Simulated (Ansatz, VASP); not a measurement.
## NiRh: VASP beside Ansatz

```
Ni Rh
1.0
     1.31413    0.75871    4.11171
    -1.31413    0.75871    4.11171
     0.00000   -1.51742    4.11171
Ni Rh
1 1
Direct
  0.00000 0.00000 0.00000
  0.50000 0.50000 0.50000
```

Alike in both runs: task single point; functional PBEsol; k mesh 15 × 15 × 15; occupations fermi-dirac, width 0.05 eV; collinear spin.

|  | VASP | Ansatz |
| --- | --- | --- |
| version | VASP 6.6.1 | Ansatz 0.2.0 |
| potentials or method | VASP PAW PBE potentials, release 64 (Ni, Rh_pv), cutoff 520 eV | all-electron LAPW, scalar-relativistic |

```tsv
	VASP	Ansatz	Ansatz less VASP
pressure (GPa)	-2.4	-2.2	+0.20
traceless stress, the component that is largest in VASP (GPa)	2.48	2.68	+0.203
net moment per atom (μB)	0.45	0.49	+0.034
size of the moment on the site where the two differ most (μB)	0.60	0.66	+0.057
```

VASP's potentials were made for PBE, not for PBEsol. Site moments also hang on the region over which each program counts them. Ansatz ran all-electron here, and VASP with PAW potentials.
